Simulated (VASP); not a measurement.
Set up this calculation in VASP 6.6.1, as the native input.

| Property | Result |
| --- | --- |
| Task | single point |
| Functional | PBE |
| Potentials or basis | VASP PAW PBE potentials, release 64 (Sr_sv) |
| Cutoff | 500 eV |
| k mesh | 4 × 4 × 4 |
| Occupations | gaussian, width 0.1 eV |
| Spin | no spin polarisation |
| Dipole correction | no |
| Further INCAR settings | ALGO = Normal; EDIFF = 1e-06; NBANDS = 11 |

The structure of Sr lies in POSCAR:

```
Sr
1.0
   -2.1973676246      2.1973676246      2.1973676246
    2.1973676246     -2.1973676246      2.1973676246
    2.1973676246      2.1973676246     -2.1973676246
Sr
1
Direct
    0.0000000000      0.0000000000      0.0000000000
```

These files were run (other wordings do the same):

INCAR

```
SYSTEM = Sr
ALGO = Normal
EDIFF = 1E-6
ENCUT = 500
GGA = PE
GGA_COMPAT = .FALSE.
ISIF = 2
ISMEAR = 0
LASPH = .TRUE.
LCHARG = .FALSE.
LREAL = .FALSE.
LWAVE = .FALSE.
NBANDS = 11
NELM = 120
PREC = Accurate
SIGMA = 0.1
```

KPOINTS

```
k-points
0
G
  4 4 4
  0 0 0
```

Potentials or basis: VASP PAW PBE potentials, release 64 (Sr_sv).

Launch:

```console
$ cat potpaw_PBE.64/Sr_sv/POTCAR > POTCAR
$ mpirun -np 1 vasp_std > vasp.out
```

It gave:

The pressure is 4.3 GPa. The band gap on the k mesh is zero (band 5 reaches 3.02 eV, above the bottom of band 6 at 2.01 eV).

Caveat: the k points lie up to 0.51 Å⁻¹ apart.

Wall time 8.4 s on 1 thread of Intel(R) Xeon(R) Platinum 8488C (Sapphire Rapids), with other jobs on the host, peak memory 0.15 GiB.
